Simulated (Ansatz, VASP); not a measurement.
## Ti12H: VASP beside Ansatz

```
Ti H
1.0
     5.90000    0.00000    0.00000
    -4.42500    7.66432    0.00000
     0.00000    0.00000    4.68460
Ti H
12 1
Cartesian
  -0.0084 -0.0356 0.0419
  -0.0415 1.6536 2.3137
  -1.4741 2.5295 0.0052
  -1.4653 4.2507 2.3272
  -2.9256 5.1277 -0.0105
  -2.9335 6.8154 2.3566
  2.9690 -0.0089 0.0266
  2.9904 1.6652 2.3103
  1.4723 2.5374 0.0175
  1.4936 4.3322 2.2805
  -0.0041 5.1116 0.0007
  -0.0063 6.7945 2.3660
  1.4730 2.5683 2.8404
```

Alike in both runs: functional PBE; dispersion D3(BJ); k mesh 3 × 2 × 4; occupations gaussian, width 0.15 eV; no spin polarisation.

Ansatz relaxed the structure, and its values are those at the end. VASP's run is a single point on that final structure, the one shown.

```csv
,VASP,Ansatz
version,VASP 6.6.1,Ansatz 0.2.0
potentials or method,"VASP PAW PBE potentials, release 64 (Ti_sv, H), cutoff 520 eV","scalar-relativistic, plane waves, PAW"
valence electrons in the cell,145,145
```

Ansatz gave:

* rms of the force components (eV/Å): 0.005

Problem. What did VASP give for the same quantities?

Solution. rms of the force components (eV/Å): 0.007.

The k mesh is coarse, so the values compare programs but aren't converged.
